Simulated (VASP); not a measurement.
# ZnO (Pm-3m) in VASP: notebook

The runs below take ZnO through single point, with r2SCAN.

Everything below comes from runs of VASP 6.6.1. Logs are shortened: lines on timing, memory, paths and dates and some standing lists are left out, and cuts for length are marked.

**1. The cell of the first run**

The structure is cubic, space group Pm-3m (No. 221). The conventional cell has a = 2.646 Å, b = 2.646 Å, c = 2.646 Å, α = 90.00°, β = 90.00°, γ = 90.00°. Within 3.0 Å of Zn (site symmetry m-3m) lie 8 O at 2.29 Å and 6 Zn at 2.65 Å. Within 3.0 Å of O (site symmetry m-3m) lie 8 Zn at 2.29 Å and 6 O at 2.65 Å.

**2. Single point, r2SCAN**

File POSCAR:

```
ZnO
1.0
    2.6461709623      0.0000000000      0.0000000000
    0.0000000000      2.6461709623      0.0000000000
    0.0000000000      0.0000000000      2.6461709623
Zn O
1 1
Direct
    0.0000000000      0.0000000000      0.0000000000
    0.5000000000      0.5000000000      0.5000000000
```

File INCAR.step1:

```
PREC = Accurate
ENCUT = 660
ISMEAR = -1
SIGMA = 0.02
LREAL = F
LASPH = T
NELM = 120
NBANDS = 16
GGA = PE
ALGO = Normal
EDIFF = 1E-5
LWAVE = T
LCHARG = F
GGA_COMPAT = F
```

File INCAR.step2:

```
PREC = Accurate
ENCUT = 660
EDIFF = 1E-6
ISMEAR = -1
SIGMA = 0.02
LREAL = F
LASPH = T
NELM = 120
ALGO = Normal
ISIF = 2
LWAVE = F
LCHARG = F
METAGGA = R2SCAN
LMIXTAU = T
NBANDS = 16
ISTART = 1
GGA_COMPAT = F
```

File KPOINTS:

```
regular mesh
0
Gamma
  2 2 2
```

Potentials or basis: VASP PAW PBE potentials, release 64 (Zn, O).

Run with:

```bash
cat potpaw_PBE.64/Zn/POTCAR potpaw_PBE.64/O/POTCAR > POTCAR
cp INCAR.step1 INCAR
mpirun -np 1 vasp_std > vasp.out
cp INCAR.step2 INCAR
mpirun -np 1 vasp_std > vasp.out
```

OUTCAR:

```text
PREC = Accurate
   ENCUT = 660
   EDIFF = 1E-6
   ISMEAR = -1
   LREAL = F
   LASPH = T
   NELM = 120
   ISIF = 2
   METAGGA = R2SCAN
   ISTART = 1

 ion  position               nearest neighbor table
   1  0.000  0.000  0.000-   2 2.29   2 2.29   2 2.29   2 2.29   2 2.29   2 2.29   2 2.29   2 2.29

   2  0.500  0.500  0.500-   1 2.29   1 2.29   1 2.29   1 2.29   1 2.29   1 2.29   1 2.29   1 2.29

  LATTYP: Found a simple cubic cell.
 ALAT       =     2.6461709623

  Lattice vectors:

 A1 = (   2.6461709623,   0.0000000000,   0.0000000000)
 A2 = (   0.0000000000,   2.6461709623,   0.0000000000)
 A3 = (   0.0000000000,   0.0000000000,   2.6461709623)

Analysis of symmetry for initial positions (statically):
=====================================================================
 Subroutine PRICEL returns:
 Original cell was already a primitive cell.

 Routine SETGRP: Setting up the symmetry group for a
 simple cubic supercell.

 Subroutine GETGRP returns: Found 48 space group operations
 (whereof 48 operations were pure point group operations)
 out of a pool of 48 trial point group operations.

The static configuration has the point symmetry O_h .

Analysis of symmetry for dynamics (positions and initial velocities):
=====================================================================
 Subroutine PRICEL returns:
 Original cell was already a primitive cell.

 Routine SETGRP: Setting up the symmetry group for a
 simple cubic supercell.

 Subroutine GETGRP returns: Found 48 space group operations
 (whereof 48 operations were pure point group operations)
 out of a pool of 48 trial point group operations.

The dynamic configuration has the point symmetry O_h .

 Subroutine INISYM returns: Found 48 space group operations
 (whereof 48 operations are pure point group operations),
 and found     1 'primitive' translations

----------------------------------------------------------------------------------------

                                     Primitive cell

  volume of cell :      18.5291

  direct lattice vectors                    reciprocal lattice vectors
     2.646170962  0.000000000  0.000000000     0.377904532  0.000000000  0.000000000
     0.000000000  2.646170962  0.000000000     0.000000000  0.377904532  0.000000000
     0.000000000  0.000000000  2.646170962     0.000000000  0.000000000  0.377904532

  length of vectors
     2.646170962  2.646170962  2.646170962     0.377904532  0.377904532  0.377904532

  position of ions in fractional coordinates (direct lattice)
     0.000000000  0.000000000  0.000000000
     0.500000000  0.500000000  0.500000000

  ion indices of the primitive-cell ions
   primitive index   ion index
                 1           1
                 2           2

----------------------------------------------------------------------------------------

 KPOINTS: regular mesh

Automatic generation of k-mesh.
 Grid dimensions read from file:
 generate k-points for:    2    2    2

 Generating k-lattice:

  Cartesian coordinates                     Fractional coordinates (reciprocal lattice)
     0.188952266  0.000000000  0.000000000     0.500000000  0.000000000  0.000000000
     0.000000000  0.188952266  0.000000000     0.000000000  0.500000000  0.000000000
     0.000000000  0.000000000  0.188952266     0.000000000  0.000000000  0.500000000

  Length of vectors
     0.188952266  0.188952266  0.188952266

  Shift w.r.t. Gamma in fractional coordinates (k-lattice)
     0.000000000  0.000000000  0.000000000

 Subroutine IBZKPT returns following result:
 ===========================================

 Found      4 irreducible k-points:

 Following reciprocal coordinates:
            Coordinates               Weight
  0.000000  0.000000  0.000000      1.000000
  0.500000  0.000000  0.000000      3.000000
  0.500000  0.500000  0.000000      3.000000
  0.500000  0.500000  0.500000      1.000000
   k-points           NKPTS =      4   k-points in BZ     NKDIM =      4   number of bands    NBANDS=     16
   number of dos      NEDOS =    301   number of ions     NIONS =      2
   total plane-waves  NPLWV =  13824
   dimension x,y,z NGX =    24 NGY =   24 NGZ =   24
   dimension x,y,z NGXF=    48 NGYF=   48 NGZF=   48
   ions per type =               1   1
   NGX,Y,Z   is equivalent  to a cutoff of  15.08, 15.08, 15.08 a.u.
   NGXF,Y,Z  is equivalent  to a cutoff of  30.16, 30.16, 30.16 a.u.
 SYSTEM =  unknown system
   PREC   = accura    normal or accurate (medium, high low for compatibility)
   ISTART =      1    job   : 0-new  1-cont  2-samecut
   ICHARG =      0    charge: 1-file 2-atom 10-const
   ISPIN  =      1    spin polarized calculation?
   LNONCOLLINEAR =      F non collinear calculations
   LSORBIT =      F    spin-orbit coupling
   LASPH  =      T    aspherical Exc in radial PAW
   ENCUT  =  660.0 eV  48.51 Ry    6.96 a.u.   5.54  5.54  5.54*2*pi/ulx,y,z
   NELM   =    120;   NELMIN=  2; NELMDL=  0     # of ELM steps
   EDIFF  = 0.1E-05   stopping-criterion for ELM
   LREAL  =      F    real-space projection
   EDIFFG = 0.1E-04   stopping-criterion for IOM
   NSW    =      0    number of steps for IOM
   IBRION =     -1    ionic relax: 0-MD 1-quasi-New 2-CG
   NFREE  =      0    steps in history (QN), initial steepest desc. (CG)
   ISIF   =      2    stress and relaxation
   ISYM   =      2    0-nonsym 1-usesym 2-fastsym
   POTIM  = 0.5000    time-step for ionic-motion
   TEBEG  =    0.0;   TEEND  =   0.0 temperature during run
   PSTRESS=    0.0 pullay stress
   NELECT =      18.0000    total number of electrons
   NUPDOWN=      -1.0000    fix difference up-down
   EMIN   =  10.00;   EMAX   =-10.00  energy-range for DOS
   EFERMI =   0.00;   METHOD = LEGACY
   ISMEAR =    -1;   SIGMA  =   0.02  broadening in eV -4-tet -1-fermi 0-gaus
   EFERMI_NEDOS =   21; number of points for ismear=-14 and -15
   IALGO  =     38    algorithm
   IMIX   =      4    mixing-type and parameters
     AMIX     =   0.40;   BMIX     =  1.00
     AMIX_MAG =   1.60;   BMIX_MAG =  1.00
  volume/ion in A,a.u.               =       9.26        62.52
  Fermi-wavevector in a.u.,A,eV,Ry     =   1.621366  3.063938 35.767379  2.628828
  Thomas-Fermi vector in A             =   2.715154
   LORBIT       =      0    0 simple, 1 ext, 2 COOP (PROOUT), +10 PAW based schemes
   METAGGA = R2SCAN    functional components
   LHFCALC =     F    Hartree Fock is set to
   AEXX    =    0.0000 exact exchange contribution
   IVDW    =     0    specifies the selected vdW correction
   LEPSILON=     F    determine dielectric tensor
   LRPA    =     F    only Hartree local field effects (RPA)
 non-spin polarized calculation
  energy-cutoff  :      660.00
  volume of cell :       18.53
 maximum number of plane-waves:       739
 NGX is ok and might be reduce to    24
   NGX = 11   NGY = 11   NGZ = 11

 number of electron      18.0000016 magnetization

 Free energy of the ion-electron system (eV)
  ---------------------------------------------------
  ext. energy  EPLUGINS =         0.00000000
  ---------------------------------------------------
  free energy    TOTEN  =       -14.85448367 eV

  energy without entropy =      -14.84093191  energy(sigma->0) =      -14.84770779

 E-fermi :   3.7670     XC(G=0): -13.4870

 val. band max:        3.7347693763   @ k =   0.5000   0.0000   0.0000
 cond. band min:       6.5548948245   @ k =   0.5000   0.5000   0.0000
 fundamental gap:      2.8201254482
 Fermi energy:         3.7669806050

 k-point     1 :       0.0000    0.0000    0.0000
  band No.  band energies     occupation
      1     -16.1003      2.00000
      2      -3.6112      2.00000
      3      -3.6112      2.00000
      4      -2.4805      2.00000
      5      -2.4805      2.00000
      6      -2.4805      2.00000
[... 8 lines left out ...]
     15      22.5087      0.00000
     16      37.0723      0.00000

 k-point     2 :       0.5000    0.0000    0.0000
  band No.  band energies     occupation
      1     -14.7371      2.00000
      2      -5.0242      2.00000
      3      -3.4720      2.00000
      4      -3.0934      2.00000
      5      -3.0934      2.00000
      6      -2.4431      2.00000
[... 8 lines left out ...]
     15      24.1131      0.00000
     16      32.9902      0.00000

 k-point     3 :       0.5000    0.5000    0.0000
  band No.  band energies     occupation
      1     -13.9597      2.00000
      2      -3.3054      2.00000
      3      -2.7682      2.00000
      4      -2.7682      2.00000
      5      -2.6348      2.00000
      6      -2.1997      2.00000
[... 8 lines left out ...]
     15      27.7735      0.00000
     16      27.7735      0.00000

 k-point     4 :       0.5000    0.5000    0.5000
  band No.  band energies     occupation
      1     -12.9746      2.00000
      2      -4.2913      2.00000
      3      -4.2913      2.00000
      4      -4.2913      2.00000
      5      -2.1813      2.00000
      6      -2.1813      2.00000
[... 8 lines left out ...]
     15      26.2191      0.00000
     16      26.2191      0.00000

------------------------ aborting loop because EDIFF is reached ----------------------------------------

  FORCE on cell =-STRESS in cart. coord.  units (eV):
  Direction    XX          YY          ZZ          XY          YZ          ZX
  --------------------------------------------------------------------------------------
  -------------------------------------------------------------------------------------
  Total        2.5753399      2.5753399      2.5753399      0.0000000      0.0000000     -0.0000000
  in kB      222.6852408    222.6852408    222.6852408      0.0000000      0.0000000     -0.0000000
  external PRESSURE =     222.6852408 kB  Pullay stress =       0.0000000 kB

 VOLUME and BASIS-vectors are now :
 -----------------------------------------------------------------------------
  energy-cutoff  :      660.00
  volume of cell :       18.53
      direct lattice vectors                 reciprocal lattice vectors
     2.646170962  0.000000000  0.000000000     0.377904532  0.000000000  0.000000000
     0.000000000  2.646170962  0.000000000     0.000000000  0.377904532  0.000000000
     0.000000000  0.000000000  2.646170962     0.000000000  0.000000000  0.377904532

 POSITION                                       TOTAL-FORCE (eV/Angst)
 -----------------------------------------------------------------------------------
      0.00000      0.00000      0.00000         0.000000      0.000000      0.000000
      1.32309      1.32309      1.32309         0.000000      0.000000      0.000000
 -----------------------------------------------------------------------------------
    total drift:                                0.000000      0.000000     -0.000000

  FREE ENERGIE OF THE ION-ELECTRON SYSTEM (eV)
  ---------------------------------------------------
  free  energy   TOTEN  =       -14.8544836670 eV

  energy  without entropy=      -14.8409319061  energy(sigma->0) =      -14.84770779
```

Wall time 9.3 s (1 thread of Intel Xeon 6975P-C, shared host); peak memory 0.14 GiB.

Results:

```yaml
Free_energy: -14.8545 eV
Pressure: 22.3 GPa
Band_gap_on_the_k_mesh: zero (band 9 reaches 3.73 eV, above the bottom of band 10 at 3.33 eV)
```

Levels at points of the mesh, in eV from the Fermi level:
```csv
k point,band 5,band 6,band 7,band 8,band 9,band 10,band 11,band 12,band 13,band 14
"(0.00, 0.00, 0.00)",-6.25,-6.25,-1.36,-1.36,-1.36,-0.44,14.69,14.69,18.74,18.74
"(0.50, 0.00, 0.00)",-6.86,-6.21,-5.22,-0.03,-0.03,5.66,7.34,16.44,16.44,18.00
"(0.50, 0.50, 0.00)",-6.40,-5.97,-5.37,-5.37,-0.16,2.79,11.06,11.06,16.70,22.30
"(0.50, 0.50, 0.50)",-5.95,-5.95,-1.70,-1.70,-1.70,5.74,5.74,5.74,10.10,22.45
```

Caveat: the k points lie up to 1.19 Å⁻¹ apart; the PAW data sets were made with another functional, which shifts forces and pressure a little.

**3. Single point, r2SCAN**

POSCAR is that of step 2.

File INCAR.step1:

```
PREC     = Accurate       # precision mode
ENCUT    = 660            # plane-wave cutoff, eV
ISMEAR   = -1             # smearing method
SIGMA    = 0.001          # smearing width, eV
LREAL    = False          # projectors in reciprocal space
LASPH    = True           # aspherical terms in the spheres
NELM     = 120            # most SCF steps
NBANDS   = 16             # bands
GGA      = PE             # functional
ALGO     = Normal         # electronic algorithm
EDIFF    = 1E-5           # SCF threshold, eV
LWAVE    = True           # write WAVECAR
LCHARG   = False          # write CHGCAR
GGA_COMPAT= False
```

File INCAR.step2:

```
PREC     = Accurate       # precision mode
ENCUT    = 660            # plane-wave cutoff, eV
EDIFF    = 1E-6           # SCF threshold, eV
ISMEAR   = -1             # smearing method
SIGMA    = 0.001          # smearing width, eV
LREAL    = False          # projectors in reciprocal space
LASPH    = True           # aspherical terms in the spheres
NELM     = 120            # most SCF steps
ALGO     = Normal         # electronic algorithm
ISIF     = 2              # what is computed and relaxed
LWAVE    = False          # write WAVECAR
LCHARG   = False          # write CHGCAR
METAGGA  = R2SCAN         # meta-GGA
LMIXTAU  = True         
NBANDS   = 16             # bands
ISTART   = 1            
GGA_COMPAT= False
```

File KPOINTS:

```
regular mesh
0
Gamma
  6 6 6
```

Potentials or basis: VASP PAW PBE potentials, release 64 (Zn, O).

Run with:

```bash
cat potpaw_PBE.64/Zn/POTCAR potpaw_PBE.64/O/POTCAR > POTCAR
cp INCAR.step1 INCAR
mpirun -np 1 vasp_std > vasp.out
cp INCAR.step2 INCAR
mpirun -np 1 vasp_std > vasp.out
```

Wall time 20 s (1 thread of Intel Xeon 6975P-C, shared host); peak memory 0.14 GiB.

It converged, with:

```
Free energy            : -16.6819 eV
Pressure               : 1.1 GPa
Band gap on the k mesh : zero (band 9 reaches 3.26 eV, above the bottom of band 10 at 3.21 eV)
```

Levels at points of the mesh, in eV from the Fermi level:
| k point | band 7 | band 8 | band 9 | band 10 | band 11 | band 12 |
| --- | --- | --- | --- | --- | --- | --- |
| (0.00, 0.00, 0.00) | -1.32 | -1.32 | -1.32 | -0.05 | 15.17 | 15.17 |
| (0.50, 0.00, 0.00) | -4.65 | 0.00 | 0.00 | 6.07 | 7.57 | 16.98 |
| (0.50, 0.50, 0.00) | -5.18 | -5.18 | -0.19 | 3.37 | 11.36 | 11.36 |
| (0.50, 0.50, 0.50) | -1.49 | -1.49 | -1.49 | 6.28 | 6.28 | 6.28 |

Caveat: the k points lie up to 0.40 Å⁻¹ apart; the PAW data sets were made with another functional, which shifts forces and pressure a little.
